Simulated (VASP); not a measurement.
Al2O3:

```
Al O
1.0
     2.37936    1.37372    4.33159
    -2.37936    1.37372    4.33159
     0.00000   -2.74745    4.33159
Al O
4 6
Direct
  0.85191 0.85191 0.85191
  0.35191 0.35191 0.35191
  0.14809 0.14809 0.14809
  0.64809 0.64809 0.64809
  0.44363 0.05637 0.75000
  0.05637 0.75000 0.44363
  0.55637 0.94363 0.25000
  0.25000 0.55637 0.94363
  0.94363 0.25000 0.55637
  0.75000 0.44363 0.05637
```

Base run:

| Property | Result |
| --- | --- |
| Program | VASP 6.6.1 |
| Functional | r2SCAN |
| Potentials or basis | VASP PAW PBE potentials, release 64 (Al, O) |
| Cutoff | 520 eV |
| k mesh | 6 × 6 × 6 |
| Occupations | gaussian, width 0.01 eV |
| Spin | no spin polarisation |

Its results: band gap on the k mesh 7.16 eV; pressure -0.5 GPa; largest force 0.019 eV/Å.

**Question.** The run is repeated on the same cell with these changes: functional from r2SCAN to LDA; potentials or basis from VASP PAW PBE potentials, release 64 (Al, O) to VASP PAW LDA potentials, release 64 (Al, O). What comes out?

**Answer.** Band gap on the k mesh 6.19 eV; pressure -4.4 GPa; largest force 0.081 eV/Å.

Caveats: the PAW data sets were made with another functional, which shifts forces and pressure a little (at least some runs); the cell stands under tension (at least some runs).

A k mesh can miss the band edges.
